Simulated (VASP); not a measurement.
# PbF2 in VASP: single point with PBE

Aim: the single point of PbF2 with PBE.

Everything below comes from runs of VASP 6.6.1. Logs are shortened: lines on timing, memory, paths and dates and some standing lists are left out, and cuts for length are marked.

### Step 1. The cell of the first run

The cell holds a slab with vacuum, 9 atoms: a = 4.243 Å, b = 4.243 Å, c = 24.527 Å, α = 90.00°, β = 90.00°, γ = 120.00°.

### Step 2. Single point, PBE

INCAR

```
PREC = Accurate ; ENCUT = 520
EDIFF = 1E-6 ; ISMEAR = 0
SIGMA = 0.05 ; LREAL = F
LASPH = T ; NELM = 60
ALGO = Normal ; ISIF = 2
LWAVE = F ; LCHARG = F
LDIPOL = T ; IDIPOL = 3
DIPOL = 0.5 0.5 0.506 ; GGA = PE
NBANDS = 52
```

KPOINTS

```
regular mesh
0
Gamma
  9 9 1
```

POSCAR

```
PbF2
1.0
    4.2427419478      0.0000000000      0.0000000000
   -2.1213709739      3.6743223085      0.0000000000
    0.0000000000      0.0000000000     24.5265068088
F Pb
6 3
Direct
    0.6666666667      0.3333333333      0.2796016405
    0.0000000000      0.0000000000      0.3679505189
    0.3333333333      0.6666666667      0.4472359809
    0.6666666667      0.3333333333      0.5309559862
    0.0000000000      0.0000000000      0.6180758042
    0.3333333333      0.6666666667      0.7091836191
    0.6666666667      0.3333333333      0.3629101838
    0.3333333333      0.6666666667      0.5331611643
    0.0000000000      0.0000000000      0.7038910267
```

Potentials or basis: VASP PAW PBE potentials, release 64 (F, Pb_d).

Launch:

```sh
cat potpaw_PBE.64/F/POTCAR potpaw_PBE.64/Pb_d/POTCAR > POTCAR
mpirun -np 1 vasp_std > vasp.out
```

OUTCAR:

```text
PREC = Accurate
   ENCUT = 520
   EDIFF = 1E-6
   ISMEAR = 0
   LREAL = F
   LASPH = T
   NELM = 60
   ISIF = 2
   GGA = PE

 ion  position               nearest neighbor table
   1  0.667  0.333  0.280-   7 2.04
   2  0.000  0.000  0.368-   7 2.45   7 2.45   7 2.45
   3  0.333  0.667  0.447-   8 2.11
   4  0.667  0.333  0.531-   8 2.45   8 2.45   8 2.45
   5  0.000  0.000  0.618-   9 2.10
   6  0.333  0.667  0.709-   9 2.45   9 2.45   9 2.45
   7  0.667  0.333  0.363-   1 2.04   2 2.45   2 2.45   2 2.45
   8  0.333  0.667  0.533-   3 2.11   4 2.45   4 2.45   4 2.45
   9  0.000  0.000  0.704-   5 2.10   6 2.45   6 2.45   6 2.45

  LATTYP: Found a hexagonal cell.
 ALAT       =     4.2427419478
 C/A-ratio  =     5.7808151216

  Lattice vectors:

 A1 = (   4.2427419478,   0.0000000000,   0.0000000000)
 A2 = (  -2.1213709739,   3.6743223085,   0.0000000000)
 A3 = (   0.0000000000,   0.0000000000,  24.5265068088)

Analysis of symmetry for initial positions (statically):
=====================================================================
 Subroutine PRICEL returns:
 Original cell was already a primitive cell.

 Routine SETGRP: Setting up the symmetry group for a
 hexagonal supercell.

 Subroutine GETGRP returns: Found  6 space group operations
 (whereof  6 operations were pure point group operations)
 out of a pool of 24 trial point group operations.

The static configuration has the point symmetry C_3v.

Analysis of symmetry for dynamics (positions and initial velocities):
=====================================================================
 Subroutine PRICEL returns:
 Original cell was already a primitive cell.

 Routine SETGRP: Setting up the symmetry group for a
 hexagonal supercell.

 Subroutine GETGRP returns: Found  6 space group operations
 (whereof  6 operations were pure point group operations)
 out of a pool of 24 trial point group operations.

The dynamic configuration has the point symmetry C_3v.

 Subroutine INISYM returns: Found  6 space group operations
 (whereof  6 operations are pure point group operations),
 and found     1 'primitive' translations

----------------------------------------------------------------------------------------

                                     Primitive cell

  volume of cell :     382.3487

  direct lattice vectors                    reciprocal lattice vectors
     4.242741948  0.000000000  0.000000000     0.235696635  0.136079516  0.000000000
    -2.121370974  3.674322308  0.000000000     0.000000000  0.272159031  0.000000000
     0.000000000  0.000000000 24.526506809     0.000000000  0.000000000  0.040772215

  length of vectors
     4.242741948  4.242741948 24.526506809     0.272159031  0.272159031  0.040772215

  position of ions in fractional coordinates (direct lattice)
     0.666666667  0.333333333  0.279601640
     0.000000000  0.000000000  0.367950519
     0.333333333  0.666666667  0.447235981
     0.666666667  0.333333333  0.530955986
     0.000000000  0.000000000  0.618075804
     0.333333333  0.666666667  0.709183619
     0.666666667  0.333333333  0.362910184
     0.333333333  0.666666667  0.533161164
     0.000000000  0.000000000  0.703891027

  ion indices of the primitive-cell ions
   primitive index   ion index
                 1           1
                 2           2
                 3           3
                 4           4
                 5           5
                 6           6
                 7           7
                 8           8
                 9           9

----------------------------------------------------------------------------------------

 KPOINTS: regular mesh

Automatic generation of k-mesh.
 Grid dimensions read from file:
 generate k-points for:    9    9    1

 Generating k-lattice:

  Cartesian coordinates                     Fractional coordinates (reciprocal lattice)
     0.026188515  0.015119946  0.000000000     0.111111111 -0.000000000  0.000000000
     0.000000000  0.030239892  0.000000000     0.000000000  0.111111111  0.000000000
     0.000000000  0.000000000  0.040772215     0.000000000  0.000000000  1.000000000

  Length of vectors
     0.030239892  0.030239892  0.040772215

  Shift w.r.t. Gamma in fractional coordinates (k-lattice)
     0.000000000  0.000000000  0.000000000

 Subroutine IBZKPT returns following result:
 ===========================================

 Found     12 irreducible k-points:

 Following reciprocal coordinates:
            Coordinates               Weight
  0.000000  0.000000  0.000000      1.000000
  0.111111  0.000000  0.000000      6.000000
  0.222222  0.000000  0.000000      6.000000
  0.333333  0.000000  0.000000      6.000000
  0.444444  0.000000  0.000000      6.000000
  0.111111  0.111111  0.000000      6.000000
  0.222222  0.111111  0.000000     12.000000
  0.333333  0.111111  0.000000     12.000000
  0.444444  0.111111  0.000000      6.000000
  0.222222  0.222222  0.000000      6.000000
  0.333333  0.222222  0.000000     12.000000
  0.333333  0.333333  0.000000      2.000000
   k-points           NKPTS =     12   k-points in BZ     NKDIM =     12   number of bands    NBANDS=     52
   number of dos      NEDOS =    301   number of ions     NIONS =      9
   total plane-waves  NPLWV = 196608
   dimension x,y,z NGX =    32 NGY =   32 NGZ =  192
   dimension x,y,z NGXF=    64 NGYF=   64 NGZF=  384
   ions per type =               6   3
   NGX,Y,Z   is equivalent  to a cutoff of  12.54, 12.54, 13.01 a.u.
   NGXF,Y,Z  is equivalent  to a cutoff of  25.08, 25.08, 26.03 a.u.
 SYSTEM =  unknown system
   PREC   = accura    normal or accurate (medium, high low for compatibility)
   ISTART =      0    job   : 0-new  1-cont  2-samecut
   ICHARG =      2    charge: 1-file 2-atom 10-const
   ISPIN  =      1    spin polarized calculation?
   LNONCOLLINEAR =      F non collinear calculations
   LSORBIT =      F    spin-orbit coupling
   LASPH  =      T    aspherical Exc in radial PAW
   ENCUT  =  520.0 eV  38.22 Ry    6.18 a.u.   7.89  7.89 45.60*2*pi/ulx,y,z
   NELM   =     60;   NELMIN=  2; NELMDL= -5     # of ELM steps
   EDIFF  = 0.1E-05   stopping-criterion for ELM
   LREAL  =      F    real-space projection
   EDIFFG = 0.1E-04   stopping-criterion for IOM
   NSW    =      0    number of steps for IOM
   IBRION =     -1    ionic relax: 0-MD 1-quasi-New 2-CG
   NFREE  =      0    steps in history (QN), initial steepest desc. (CG)
   ISIF   =      2    stress and relaxation
   ISYM   =      2    0-nonsym 1-usesym 2-fastsym
   POTIM  = 0.5000    time-step for ionic-motion
   TEBEG  =    0.0;   TEEND  =   0.0 temperature during run
   PSTRESS=    0.0 pullay stress
   NELECT =      84.0000    total number of electrons
   NUPDOWN=      -1.0000    fix difference up-down
   EMIN   =  10.00;   EMAX   =-10.00  energy-range for DOS
   EFERMI =   0.00;   METHOD = LEGACY
   ISMEAR =     0;   SIGMA  =   0.05  broadening in eV -4-tet -1-fermi 0-gaus
   EFERMI_NEDOS =   21; number of points for ismear=-14 and -15
   IALGO  =     38    algorithm
   IMIX   =      4    mixing-type and parameters
     AMIX     =   0.40;   BMIX     =  1.00
     AMIX_MAG =   1.60;   BMIX_MAG =  1.00
  volume/ion in A,a.u.               =      42.48       286.69
  Fermi-wavevector in a.u.,A,eV,Ry     =   0.987828  1.866725 13.276626  0.975804
  Thomas-Fermi vector in A             =   2.119311
   LORBIT       =      0    0 simple, 1 ext, 2 COOP (PROOUT), +10 PAW based schemes
   GGA     = PE    functional components
   LHFCALC =     F    Hartree Fock is set to
   AEXX    =    0.0000 exact exchange contribution
   IVDW    =     0    specifies the selected vdW correction
   LEPSILON=     F    determine dielectric tensor
   LRPA    =     F    only Hartree local field effects (RPA)
 non-spin polarized calculation
 Gauss-broadening in eV      SIGMA  =   0.05
  energy-cutoff  :      520.00
  volume of cell :      382.35
 maximum number of plane-waves:     10335
 NGX is ok and might be reduce to    32
   NGX = 15   NGY = 15   NGZ = 91

 number of electron      83.9999992 magnetization

 dipolmoment           0.000000      0.000000     -0.705273 electrons x Angstroem

 Free energy of the ion-electron system (eV)
  ---------------------------------------------------
  ext. energy  EPLUGINS =         0.00000000
  ---------------------------------------------------
  free energy    TOTEN  =       -39.76319042 eV

  energy without entropy =      -39.75581653  energy(sigma->0) =      -39.75950348

 E-fermi :  -2.0770     XC(G=0):  -4.6440

 val. band max:       -2.0779600285   @ k =   0.4444   0.1111   0.0000
 cond. band min:      -2.0732033591   @ k =   0.3333   0.2222   0.0000
 fundamental gap:      0.0047566694
 Fermi energy:        -2.0769569866

 k-point     1 :       0.0000    0.0000    0.0000
  band No.  band energies     occupation
      1     -27.0675      2.00000
      2     -26.0546      2.00000
      3     -25.1903      2.00000
      4     -24.0467      2.00000
      5     -23.3889      2.00000
      6     -21.9527      2.00000
[... 44 lines left out ...]
     51       3.6710      0.00000
     52       4.1398      0.00000

 k-point     2 :       0.1111    0.0000    0.0000
  band No.  band energies     occupation
      1     -27.0632      2.00000
      2     -26.0533      2.00000
      3     -25.1862      2.00000
      4     -24.0450      2.00000
      5     -23.3856      2.00000
      6     -21.9520      2.00000
[... 44 lines left out ...]
     51       3.7662      0.00000
     52       4.2416      0.00000
[... 493 lines left out ...]
     51       3.2102      0.00000
     52       3.9163      0.00000

 k-point    12 :       0.3333    0.3333    0.0000
  band No.  band energies     occupation
      1     -27.0261      2.00000
      2     -26.0429      2.00000
      3     -25.1505      2.00000
      4     -24.0320      2.00000
      5     -23.3568      2.00000
      6     -21.9454      2.00000
[... 44 lines left out ...]
     51       3.2173      0.00000
     52       3.5536      0.00000

------------------------ aborting loop because EDIFF is reached ----------------------------------------

 vacuum level on the upper side and lower side of the slab       (xc-potential included)        -4.092         4.001

  FORCE on cell =-STRESS in cart. coord.  units (eV):
  Direction    XX          YY          ZZ          XY          YZ          ZX
  --------------------------------------------------------------------------------------
  -------------------------------------------------------------------------------------
  Total        1.5625424      1.5625424      0.3808520      0.0000000      0.0000000     -0.0000000
  in kB        6.5476106      6.5476106      1.5959057      0.0000000      0.0000000     -0.0000000
  external PRESSURE =       4.8970423 kB  Pullay stress =       0.0000000 kB

 VOLUME and BASIS-vectors are now :
 -----------------------------------------------------------------------------
  energy-cutoff  :      520.00
  volume of cell :      382.35
      direct lattice vectors                 reciprocal lattice vectors
     4.242741948  0.000000000  0.000000000     0.235696635  0.136079516  0.000000000
    -2.121370974  3.674322308  0.000000000     0.000000000  0.272159031  0.000000000
     0.000000000  0.000000000 24.526506809     0.000000000  0.000000000  0.040772215

 POSITION                                       TOTAL-FORCE (eV/Angst)
 -----------------------------------------------------------------------------------
      2.12137      1.22477      6.85765        -0.000000      0.000000     -0.117843
      0.00000      0.00000      9.02454         0.000000     -0.000000     -0.001804
     -0.00000      2.44955     10.96914        -0.000000      0.000000     -0.073460
      2.12137      1.22477     13.02250        -0.000000     -0.000000      0.001050
      0.00000      0.00000     15.15924         0.000000     -0.000000     -0.087461
     -0.00000      2.44955     17.39380         0.000000     -0.000000      0.001895
      2.12137      1.22477      8.90092         0.000000     -0.000000      0.119003
     -0.00000      2.44955     13.07658        -0.000000      0.000000      0.079295
      0.00000      0.00000     17.26399         0.000000     -0.000000      0.079325
 -----------------------------------------------------------------------------------
    total drift:                                0.000002      0.000001      0.005039

  FREE ENERGIE OF THE ION-ELECTRON SYSTEM (eV)
  ---------------------------------------------------
  free  energy   TOTEN  =       -39.7631904248 eV

  energy  without entropy=      -39.7558165259  energy(sigma->0) =      -39.75950348

 vacuum level on the upper side and lower side of the slab        -0.113         8.074
```

It took 4.4 min on 1 thread of AMD EPYC 9R45 (Zen 5), shared host; peak memory 0.52 GiB.

Results:

| Property | Result |
| --- | --- |
| Free energy | -39.7632 eV |
| Largest force | 0.119 eV/Å |
| Band gap on the k mesh | zero (band 42 reaches -2.01 eV, above the bottom of band 43 at -2.16 eV) |

Forces on the atoms (eV/Å):
```
F    0.000  0.000 -0.118
F    0.000  0.000 -0.002
F    0.000  0.000 -0.073
F    0.000  0.000  0.001
F    0.000  0.000 -0.087
F    0.000  0.000  0.002
Pb   0.000  0.000  0.119
Pb   0.000  0.000  0.079
Pb   0.000  0.000  0.079
```

Caveat: spin-orbit coupling is left out, which moves the levels of the heavy elements.
